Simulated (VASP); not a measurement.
Here is a VASP 6.6.1 calculation.

File INCAR:

```
SYSTEM = Sm2B2Rh
ALGO = Normal ; EDIFF = 1E-7
EDIFFG = -0.01 ; ENCUT = 500
GGA = PE ; GGA_COMPAT = .False.
IBRION = 2 ; ISIF = 3
ISMEAR = 0 ; LASPH = .True.
LCHARG = .False. ; LMAXMIX = 6
LREAL = .False. ; LWAVE = .False.
NELM = 200 ; NELMIN = 4
NSW = 100 ; PREC = Accurate
SIGMA = 0.1
```

KPOINTS

```
k-points
0
Gamma
  8 8 12
  0 0 0
```

POSCAR

```
Sm2B2Rh
1.0
    5.2869127007      0.0000000000      0.0000000000
    0.0000000000      5.2869127007      0.0000000000
    0.0000000000      0.0000000000      3.1734133098
Sm B Rh
2 2 1
Direct
    0.0000000000      0.5000000000      0.5000000000
    0.5000000000      0.0000000000      0.5000000000
    0.5000000000      0.5000000000      0.2498839449
    0.5000000000      0.5000000000      0.7501160551
    0.0000000000      0.0000000000      0.0000000000
```

Potentials or basis: VASP PAW PBE potentials, release 64 (Sm_3, B, Rh_pv), 4f in core.

The run is started by

```console
$ cat potpaw_PBE.64/Sm_3/POTCAR potpaw_PBE.64/B/POTCAR potpaw_PBE.64/Rh_pv/POTCAR > POTCAR
$ mpirun -np 1 vasp_std > vasp.out
```

**Question.** Estimate the relaxed cell.

**Answer.** a = 5.284 Å, b = 5.284 Å, c = 3.195 Å, α = 90.00°, β = 90.00°, γ = 90.00°.

**Question.** What does it give for the relaxed volume?

**Answer.** 17.84 Å³/atom.

Step by step:
| step | energy change (eV) | largest force (eV/Å) | pressure (GPa) | volume (Å³) |
| --- | --- | --- | --- | --- |
| 1 | 0.0000 | 0.1471 | 0.74 | 88.70 |
| 2 | -0.0011 | 0.2707 | -0.66 | 89.75 |
| 3 | -0.0040 | 0.0895 | -0.03 | 89.26 |
| 4 | -0.0039 | 0.1351 | -0.14 | 89.29 |
| 5 | -0.0042 | 0.0082 | -0.07 | 89.28 |
| 6 | -0.0043 | 0.0014 | 0.01 | 89.19 |

Caveat: spin-orbit coupling is left out, which moves the levels of the heavy elements; the 4f electrons are frozen in the core, so they carry no moment and show no levels. Spin polarisation is off, so any magnetic state and its effect on volume and gap are missing.
